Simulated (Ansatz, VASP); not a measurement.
## One calculation of BaS, two programs

INCAR

```
PREC = Accurate ; ENCUT = 500
EDIFF = 1E-6 ; ISMEAR = 0
SIGMA = 0.02 ; LREAL = False
LASPH = True ; NELM = 120
ALGO = Normal ; ISIF = 2
LWAVE = False ; LCHARG = False
GGA = PS ; NBANDS = 15
GGA_COMPAT = False
```

The input KPOINTS:

```
regular mesh
0
Gamma
  8 8 8
```

POSCAR

```
BaS
1.0
    0.0000000000      3.1659352558      3.1659352558
    3.1659352558      0.0000000000      3.1659352558
    3.1659352558      3.1659352558      0.0000000000
Ba S
1 1
Direct
    0.0000000000      0.0000000000      0.0000000000
    0.5000000000      0.5000000000      0.5000000000
```

Input for Ansatz:

```yaml
crystal:
  lattice:
    - [0.0, 3.1659352558, 3.1659352558]
    - [3.1659352558, 0.0, 3.1659352558]
    - [3.1659352558, 3.1659352558, 0.0]
  atoms:
    - { symbol: Ba, position: [0.0, 0.0, 0.0] }
    - { symbol: S, position: [0.5, 0.5, 0.5] }
basis:
  ecutwfc: 420
  xc_grid: 2
kpoints:
  mp_grid: { grid: [8, 8, 8] }
  band_path: { path: [VBM, CBM], npoints: 2 }
hamiltonian:
  xc: pbesol
scf:
  occupations: { method: gaussian, width: 0.02 }
output:
  forces: true
  stress: true
  eigenvalues: true
```

Alike in both runs: task single point; functional PBEsol; k mesh 8 × 8 × 8; occupations gaussian, width 0.02 eV; no spin polarisation.

```csv
,VASP,Ansatz
version,VASP 6.6.1,Ansatz 0.2.0
potentials or method,"VASP PAW PBE potentials, release 64 (Ba_sv, S), cutoff 500 eV","scalar-relativistic, plane waves, PAW"
valence electrons in the cell,16,16
```

```tsv
	VASP	Ansatz	Ansatz less VASP
gap on the k mesh at the Fermi level (eV)	1.93	2.04	+0.105
least direct gap on the mesh (eV)	2.06	2.13	+0.071
pressure (GPa)	0.7	0.0	-0.68
```

VASP's potentials were made for PBE, not for PBEsol.

Neither program's run includes spin-orbit coupling.
